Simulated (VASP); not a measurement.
Runs of VASP 6.6.1 on PtSe2. The structure is that of space group P-3m1 (No. 164), or close to it. The cells are those of the table. 

```csv
task,level,potentials or basis,cell,k mesh,cutoff (eV),smearing,gap on the mesh (eV),pressure (GPa),largest force (eV/Å)
relaxation of cell and atoms,PBE,"VASP PAW PBE potentials, release 64 (Pt, Se)","relaxed from a = 3.752, b = 3.752, c = 6.527 Å, angles 90.0, 90.0, 120.0°, 3 atoms",12 × 12 × 4,600,gaussian 0.02 eV,0.89,0.0,-
single point,PBE,"VASP PAW PBE potentials, release 64 (Pt, Se)","a = 3.752, b = 3.752, c = 6.527 Å, angles 90.0, 90.0, 120.0°, 3 atoms",12 × 12 × 8,520,gaussian 0.1 eV,0.88,0.0,-
single point,PBE,"VASP PAW PBE potentials, release 64 (Pt, Se)","a = 3.752, b = 3.752, c = 6.527 Å, angles 90.0, 90.0, 120.0°, 3 atoms",12 × 12 × 4,520,gaussian 0.05 eV,0.89,0.0,-
single point,PBE,"VASP PAW PBE potentials, release 64 (Pt, Se)","a = 3.724, b = 3.724, c = 5.062 Å, angles 90.0, 90.0, 120.0°, 3 atoms",6 × 6 × 4,520,gaussian 0.1 eV,none,7.3,0.58
single point,LDA,"VASP PAW LDA potentials, release 64 (Pt, Se)","a = 3.652, b = 3.652, c = 5.420 Å, angles 90.0, 90.0, 120.0°, 3 atoms",15 × 15 × 8,520,gaussian 0.1 eV,0.17,(a),(b)
```

Alike in all rows: no spin polarisation.

**Question.** Fill in the values left out.

**Answer.** (a) 13.9; (b) 2.23.

Caveats: spin-orbit coupling is left out, which moves the levels of the heavy elements; this functional lacks dispersion, which binds the layers, so the pressure and a relaxed spacing across them are unreliable (some runs); forces of over 1 eV/Å act on the atoms, so gaps and moduli don't describe the material at rest (some runs).

A k mesh can miss the band edges, and the runs leave out spin-orbit coupling on Pt, Se.

A gap of «none» marks levels without a gap at the run's occupations.
